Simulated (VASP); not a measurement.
# Li27F28 (a cell with a defect) in VASP: further runs, part 2 of 2

VASP 6.6.1.

## 3. Single point, PBEsol

The input, INCAR:

```
SYSTEM = Li27F28
ALGO = Normal
EDIFF = 1E-6
ENCUT = 650
GGA = PS
GGA_COMPAT = .False.
ISIF = 2
ISMEAR = 0
ISYM = -1
LASPH = .True.
LCHARG = .False.
LREAL = Auto
LWAVE = .False.
NBANDS = 172
NELECT = 278.0
NELM = 120
PREC = Accurate
SIGMA = 0.05
```

The input, KPOINTS:

```
explicit points
1
Reciprocal
  0.25000000   0.25000000   0.25000000 1
```

The input, POSCAR:

```
Li27F28
1.0
    0.0000000000      6.0113880000      6.0113880000
    6.0113880000      0.0000000000      6.0113880000
    6.0113880000      6.0113880000      0.0000000000
F Li
28 27
Direct
    0.5005990000      0.1659200000      0.1685010000
    0.1665510000      0.4984890000      0.5028830000
    0.5035240000      0.8294800000      0.1682540000
    0.5026020000      0.1664480000      0.8342680000
    0.8256690000      0.5050050000      0.5001440000
    0.4951000000      0.8382280000      0.8359130000
    0.1687410000      0.4956910000      0.1715090000
    0.5017890000      0.1699290000      0.4998340000
    0.8365250000      0.5016920000      0.1638180000
    0.1640710000      0.4971380000      0.8415180000
    0.5008790000      0.8367700000      0.4984800000
    0.8295520000      0.5004380000      0.8365850000
    0.1653510000      0.1708820000      0.4976640000
    0.5020430000      0.5020910000      0.1654920000
    0.8344470000      0.1671280000      0.4977340000
    0.1666840000      0.8371540000      0.4956020000
    0.5050750000      0.4989910000      0.8325250000
    0.8382570000      0.8330870000      0.4986290000
    0.1705700000      0.1622880000      0.1641060000
    0.8380880000      0.1631520000      0.1628440000
    0.1641190000      0.8374480000      0.1666020000
    0.1677300000      0.1677050000      0.8322290000
    0.5005900000      0.4977280000      0.4982220000
    0.8320130000      0.8346480000      0.1655400000
    0.8310080000      0.1675640000      0.8371390000
    0.1681650000      0.8300630000      0.8387210000
    0.8334970000      0.8361760000      0.8349380000
    0.4168060000      0.4134880000      0.4201120000
    0.0017500000      0.9983130000      0.9987100000
    0.6656400000      0.9995820000      0.9977160000
    0.9983920000      0.6648220000      0.9975060000
    0.0006520000      0.9987170000      0.6694970000
    0.3353040000      0.3344310000      0.3321010000
    0.6700250000      0.6670420000      0.9990590000
    0.6684300000      0.0038660000      0.6639780000
    0.9976180000      0.6635680000      0.6686840000
    0.6691220000      0.6638630000      0.6679050000
    0.9989230000      0.0025200000      0.3318500000
    0.3298930000      0.3394820000      0.9982100000
    0.6689890000      0.9980820000      0.3345200000
    0.9964230000      0.6697640000      0.3323440000
    0.3323790000      0.3314430000      0.6718830000
    0.6654840000      0.6662730000      0.3300120000
    0.0017920000      0.3332280000      0.9973740000
    0.3365290000      0.0005270000      0.3344300000
    0.6704200000      0.3331540000      0.9955220000
    0.9988890000      0.3328890000      0.6682070000
    0.3359250000      0.6661820000      0.3316350000
    0.6640110000      0.3392990000      0.6667730000
    0.3326180000      0.0030050000      0.0003900000
    0.9962470000      0.3354010000      0.3338860000
    0.3309790000      0.6673570000      0.0010800000
    0.3333780000      0.9996370000      0.6664130000
    0.6615790000      0.3348330000      0.3336380000
    0.3320360000      0.6687040000      0.6633640000
```

Potentials or basis: VASP PAW PBE potentials, release 64 (F, Li_sv).

Command:

```console
$ cat potpaw_PBE.64/F/POTCAR potpaw_PBE.64/Li_sv/POTCAR > POTCAR
$ mpirun -np 1 vasp_std > vasp.out
```

OUTCAR:

```text
SYSTEM = Li27F28
   EDIFF = 1E-6
   ENCUT = 650
   GGA = PS
   ISIF = 2
   ISMEAR = 0
   ISYM = -1
   LASPH = .True.
   LREAL = Auto
   NELECT = 278.0
   NELM = 120
   PREC = Accurate

 ion  position               nearest neighbor table
   1  0.501  0.166  0.169-  45 1.98  33 2.00  40 2.01  46 2.03  30 2.03  39 2.05
   2  0.167  0.498  0.503-  28 1.74  36 1.99  47 2.00  42 2.01  33 2.01  48 2.03  41 2.05
   3  0.504  0.829  0.168-  43 1.95  48 1.99  34 1.99  30 2.00  45 2.03  50 2.04
   4  0.503  0.166  0.834-  30 1.96  42 2.00  35 2.00  50 2.00  49 2.01  39 2.03
   5  0.826  0.505  0.500-  37 1.96  49 1.97  43 1.99  41 2.02  51 2.02  47 2.05
   6  0.495  0.838  0.836-  50 1.98  53 1.99  52 2.01  34 2.03  35 2.04  37 2.06
   7  0.169  0.496  0.172-  33 1.97  39 1.98  51 2.00  52 2.01  41 2.01  31 2.07
   8  0.502  0.170  0.500-  28 1.69  54 1.95  35 1.99  42 2.01  33 2.01  40 2.03  53 2.04
   9  0.837  0.502  0.164-  31 1.95  51 1.98  43 1.99  34 1.99  44 2.01  54 2.06
  10  0.164  0.497  0.842-  39 1.94  31 1.95  44 1.96  42 2.02  36 2.04  55 2.04
  11  0.501  0.837  0.498-  45 1.97  40 1.98  53 1.99  55 2.03  37 2.03  43 2.04
  12  0.830  0.500  0.837-  46 1.96  37 1.98  34 1.98  36 1.99  44 2.00  47 2.02
  13  0.165  0.171  0.498-  47 2.00  51 2.00  33 2.01  45 2.01  53 2.02  32 2.03
[... 267 lines left out ...]
      5     -41.3807      2.00000
      6     -41.3719      2.00000
[... 143 lines left out ...]
    150      11.1021      0.00000
    151      11.2159      0.00000
 [bands above 151 left out]

------------------------ aborting loop because EDIFF is reached ----------------------------------------

  FORCE on cell =-STRESS in cart. coord.  units (eV):
  Direction    XX          YY          ZZ          XY          YZ          ZX
  --------------------------------------------------------------------------------------
  -------------------------------------------------------------------------------------
  Total       29.8527409     30.1211452     30.1265665     -1.9051560     -0.1604396      1.1843309
  in kB      110.0881358    111.0779320    111.0979242     -7.0256554     -0.5916539      4.3674643
  external PRESSURE =     110.7546640 kB  Pullay stress =       0.0000000 kB

 VOLUME and BASIS-vectors are now :
 -----------------------------------------------------------------------------
  energy-cutoff  :      650.00
  volume of cell :      434.46
      direct lattice vectors                 reciprocal lattice vectors
     0.000000000  6.011388000  6.011388000    -0.083175466  0.083175466  0.083175466
     6.011388000  0.000000000  6.011388000     0.083175466 -0.083175466  0.083175466
     6.011388000  6.011388000  0.000000000     0.083175466  0.083175466 -0.083175466

 POSITION                                       TOTAL-FORCE (eV/Angst)
 -----------------------------------------------------------------------------------
      2.01033      4.02222      4.00670        -0.280847     -0.152833     -0.045285
      6.01964      4.02423      3.99781         6.053203     -5.948077     -5.912129
      5.99777      4.03832      8.01320         0.124024     -0.190447      0.319125
      6.01569      8.03644      4.02192         0.135644      0.165582     -0.071679
      6.04234      7.96998      7.99920        -0.166218      0.207871      0.098787
     10.06391      8.00124      8.01515        -0.138361      0.102348      0.057420
[... 47 lines left out ...]
      4.01844      5.98264      5.98982         0.032904     -0.082463     -0.072571
      8.00758      5.98374      6.01584        -0.455565      0.084003      0.086740
 -----------------------------------------------------------------------------------
    total drift:                                0.017205      0.025145     -0.004633

  FREE ENERGIE OF THE ION-ELECTRON SYSTEM (eV)
  ---------------------------------------------------
  free  energy   TOTEN  =      -256.1637794651 eV

  energy  without entropy=     -256.1637794651  energy(sigma->0) =     -256.16377947
```

Wall time 4.1 min (1 thread of Intel Xeon 6975P-C (Granite Rapids), shared host); peak memory 0.7 GiB.

Results:

```yaml
Free_energy: -256.1638 eV
Largest_force: 12.097 eV/Å
```

Forces on the atoms (eV/Å):
```
F   -0.281 -0.153 -0.045
F    6.053 -5.948 -5.912
F    0.124 -0.190  0.319
F    0.136  0.166 -0.072
F   -0.166  0.208  0.099
F   -0.138  0.102  0.057
F   -0.067 -0.490 -0.006
F   -7.060  7.042 -6.848
F   -0.114  0.091  0.150
F    0.125 -0.114  0.151
F    0.014 -0.028 -0.191
F   -0.088  0.086  0.203
F   -0.056  0.056 -0.454
F   -5.290 -5.347  5.431
F    0.015  0.318  0.121
F    0.361  0.219 -0.033
F    0.108 -0.196 -0.172
F    0.094 -0.026 -0.123
F    0.211 -0.055  0.102
F   -0.045  0.026  0.109
F   -0.089 -0.174 -0.002
F    0.092  0.005 -0.295
F    6.649  6.441  6.624
F   -0.133  0.045  0.037
F   -0.287  0.000  0.090
F   -0.105 -0.300 -0.032
F   -0.164  0.021  0.029
F    0.138 -2.308  0.474
Li   0.173  0.097  0.024
Li   0.224  0.039 -0.027
Li   0.143  0.185 -0.001
Li  -0.078 -0.186  0.119
Li   0.194  0.200  0.154
Li   0.063 -0.129 -0.559
Li  -0.024 -0.488 -0.092
Li  -0.484 -0.088  0.136
Li   0.112 -0.137  0.041
Li  -0.062  0.044 -0.062
Li  -0.048  0.268  0.013
Li   0.449 -0.069  0.026
Li  -0.017  0.514  0.021
Li  -0.391 -0.341  0.304
Li   0.106  0.086 -0.384
Li   0.025  0.000 -0.166
Li  -0.031 -0.041  0.014
Li   0.555  0.068 -0.140
Li  -0.050 -0.038  0.515
Li  -0.258  0.180 -0.332
Li  -0.115 -0.423 -0.046
Li  -0.168  0.042 -0.077
Li   0.023  0.079  0.024
Li   0.019  0.556  0.106
Li   0.027  0.082  0.562
Li   0.033 -0.082 -0.073
Li  -0.456  0.084  0.087
```

Levels at points of the mesh, in eV from the Fermi level:
```
           k point  band 136  band 137  band 138  band 139  band 140  band 141  band 142  band 143
(0.25, 0.25, 0.25)     -4.71     -0.85     -0.63     -0.39      2.88      3.92      4.32      4.33
```

Caveat: the cell carries a net charge on a neutralising background, which shifts energy and pressure; the cell is charged against a uniform background, so pressure and absolute levels hang on convention; the PAW data sets were made with another functional, which shifts forces and pressure a little.

## 4. Single point, PBEsol

The input, INCAR:

```
  PREC = Accurate
  ENCUT = 650
  EDIFF = 1E-6
  ISMEAR = -1
  SIGMA = 0.05
  LREAL = Auto
  LASPH = True
  NELM = 120
  ALGO = Normal
  ISIF = 2
  LWAVE = False
  LCHARG = True
  GGA = PS
  LELF = True
  LVHAR = True
  NELECT = 278.0
  ISYM = -1
  NBANDS = 172
  GGA_COMPAT = False
```

KPOINTS is that of step 3.

POSCAR is that of step 3.

Command:

```console
$ cat potpaw_PBE.64/F/POTCAR potpaw_PBE.64/Li_sv/POTCAR > POTCAR
$ mpirun -np 1 vasp_std > vasp.out
```

It took 4.7 min on 1 thread of Intel Xeon 6975P-C (Granite Rapids), shared host; peak memory 0.71 GiB.

It converged, with:

```
Free energy   : -256.1638 eV
Largest force : 12.097 eV/Å
```

Forces in eV/Å, atoms in the order of the input:
```
F   -0.281 -0.153 -0.045
F    6.053 -5.948 -5.912
F    0.124 -0.190  0.319
F    0.136  0.166 -0.072
F   -0.166  0.208  0.099
F   -0.138  0.102  0.057
F   -0.067 -0.490 -0.006
F   -7.060  7.042 -6.848
F   -0.114  0.091  0.150
F    0.125 -0.114  0.151
F    0.014 -0.028 -0.191
F   -0.088  0.086  0.203
F   -0.056  0.056 -0.454
F   -5.290 -5.347  5.431
F    0.015  0.318  0.121
F    0.361  0.219 -0.033
F    0.108 -0.196 -0.172
F    0.094 -0.026 -0.123
F    0.211 -0.055  0.102
F   -0.045  0.026  0.109
F   -0.089 -0.174 -0.002
F    0.092  0.005 -0.295
F    6.649  6.441  6.624
F   -0.133  0.045  0.037
F   -0.287  0.000  0.090
F   -0.105 -0.300 -0.032
F   -0.164  0.021  0.029
F    0.138 -2.308  0.474
Li   0.173  0.097  0.024
Li   0.224  0.039 -0.027
Li   0.143  0.185 -0.001
Li  -0.078 -0.186  0.119
Li   0.194  0.200  0.154
Li   0.063 -0.129 -0.559
Li  -0.024 -0.488 -0.092
Li  -0.484 -0.088  0.136
Li   0.112 -0.137  0.041
Li  -0.062  0.044 -0.062
Li  -0.048  0.268  0.013
Li   0.449 -0.069  0.026
Li  -0.017  0.514  0.021
Li  -0.391 -0.341  0.304
Li   0.106  0.086 -0.384
Li   0.025  0.000 -0.166
Li  -0.031 -0.041  0.014
Li   0.555  0.068 -0.140
Li  -0.050 -0.038  0.515
Li  -0.258  0.180 -0.332
Li  -0.115 -0.423 -0.046
Li  -0.168  0.042 -0.077
Li   0.023  0.079  0.024
Li   0.019  0.556  0.106
Li   0.027  0.082  0.562
Li   0.033 -0.082 -0.073
Li  -0.456  0.084  0.087
```

Levels at points of the mesh, in eV from the Fermi level:
| k point | band 136 | band 137 | band 138 | band 139 | band 140 | band 141 | band 142 | band 143 |
| --- | --- | --- | --- | --- | --- | --- | --- | --- |
| (0.25, 0.25, 0.25) | -5.71 | -1.85 | -1.63 | -1.39 | 1.89 | 2.92 | 3.32 | 3.34 |

Caveat: the cell carries a net charge on a neutralising background, which shifts energy and pressure; the cell is charged against a uniform background, so pressure and absolute levels hang on convention; the PAW data sets were made with another functional, which shifts forces and pressure a little.
